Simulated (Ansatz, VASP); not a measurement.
CsH in VASP and in Ansatz

```
Cs H
1.0
     0.00000    3.18800    3.18800
     3.18800    0.00000    3.18800
     3.18800    3.18800    0.00000
Cs H
1 1
Direct
  0.05881 0.05881 0.94119
  0.50000 0.50000 0.50000
```

Change from the starting cell: all Cs atoms moved +0.375 Å, as atom 1 along Cartesian [0 0 1].

Alike in both runs: task single point; functional r2SCAN; k mesh 6 × 6 × 6; occupations gaussian, width 0.05 eV; no spin polarisation.

|  | VASP | Ansatz |
| --- | --- | --- |
| version | VASP 6.6.1 | Ansatz 0.2.0 |
| potentials or method | VASP PAW PBE potentials, release 64 (Cs_sv, H), cutoff 520 eV | scalar-relativistic, plane waves, PAW |
| valence electrons in the cell | 10 | 10 |

Ansatz gave:

* gap on the k mesh at the Fermi level (eV): 2.78
* least direct gap on the mesh (eV): 2.78
* pressure (GPa): 0.3
* traceless stress, the component that is largest in VASP (GPa): 1.01
* rms of the force components (eV/Å): 0.173

Problem. What did VASP give for the same quantities?

Solution. gap on the k mesh at the Fermi level (eV): 2.77; least direct gap on the mesh (eV): 2.77; pressure (GPa): 0.4; traceless stress, the component that is largest in VASP (GPa): 1.03; rms of the force components (eV/Å): 0.175.

VASP's potentials were made for PBE, not for r2SCAN. Atom by atom the forces differ by 0.003 eV/Å (rms over components).

Neither program's run includes spin-orbit coupling.
